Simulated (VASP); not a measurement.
A run of VASP 6.6.1:

The input POSCAR:

```
TaN
1.0
    5.1960000000      0.0000000000      0.0000000000
   -2.5980000000      4.4998680000      0.0000000000
    0.0000000000      0.0000000000      2.9110000000
Ta N
3 3
Direct
    0.3333333333      0.6666666667      0.5000000000
    0.6666666667      0.3333333333      0.5000000000
    0.0000000000      0.0000000000      0.0000000000
    0.3928500000      0.0000000000      0.0000000000
    0.6071500000      0.6071500000      0.0000000000
    0.0000000000      0.3928500000      0.0000000000
```

Contents of INCAR.step1:

```
ALGO = Normal
EDIFF = 1E-4
ENCUT = 600
GGA = PE
ISMEAR = -1
LASPH = True
LCHARG = False
LREAL = False
LWAVE = True
NELM = 80
PREC = Accurate
SIGMA = 0.15
```

INCAR.step2

```
ALGO = Normal
EDIFF = 1E-6
EDIFFG = -0.01
ENCUT = 600
IBRION = 2
ISIF = 3
ISMEAR = -1
ISTART = 1
IVDW = 13
LASPH = True
LCHARG = False
LMIXTAU = True
LREAL = False
LWAVE = False
METAGGA = R2SCAN
NELM = 80
NSW = 80
PREC = Accurate
SIGMA = 0.15
VDW_A1 = 0.51559235
VDW_A2 = 5.77342911
VDW_S6 = 1.0
VDW_S8 = 0.6018749
```

KPOINTS

```
k-points
0
Gamma
  6 6 9
```

Potentials or basis: VASP PAW PBE potentials, release 64 (Ta_pv, N).

Command:

```console
$ cat potpaw_PBE.64/Ta_pv/POTCAR potpaw_PBE.64/N/POTCAR > POTCAR
$ cp INCAR.step1 INCAR
$ mpirun -np 1 vasp_std > vasp.out
$ cp INCAR.step2 INCAR
$ mpirun -np 1 vasp_std > vasp.out
```

Hardware: 1 thread of Intel(R) Xeon(R) 6975P-C (Granite Rapids), with other jobs on the host.

Task: How long does it take, and how much memory?

Result: It took 10 min on 1 thread of Intel(R) Xeon(R) 6975P-C (Granite Rapids), with other jobs on the host, peak memory 0.26 GiB. Counts: k points 35, ion steps 6.
